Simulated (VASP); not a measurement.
Crystal: CdSe.

```xyz
4
Lattice="4.6022 0.0000 0.0000 -2.3011 3.9857 0.0000 0.0000 0.0000 6.0016" Properties=species:S:1:pos:R:3 pbc="T T T"
Cd    0.0000    2.6571    1.5004
Cd    2.3011    1.3286    4.5012
Se    2.3011    1.3286    1.5004
Se    0.0000    2.6571    4.5012
```

Base run:

| Item | Value |
| --- | --- |
| Program | VASP 6.6.1 |
| Functional | PBE |
| Potentials or basis | VASP PAW PBE potentials, release 64 (Cd, Se) |
| Cutoff | 520 eV |
| k mesh | 6 × 6 × 4 |
| Occupations | gaussian, width 0.01 eV |
| Spin | no spin polarisation |

Its results: band gap on the k mesh 0.23 eV, indirect (least direct gap 0.43 eV); pressure 1.8 GPa.

Q: The run is repeated on the same cell with these changes: functional from PBE to r2SCAN. What comes out?

A: Band gap on the k mesh 0.70 eV, indirect (least direct gap 0.90 eV); pressure 0.3 GPa.

r2SCAN gives the wider gap, since meta-GGAs in the generalised Kohn-Sham scheme recover part of the derivative discontinuity.

Caveats: the PAW data sets were made with another functional, which shifts forces and pressure a little (some runs).

A k mesh can miss the band edges.
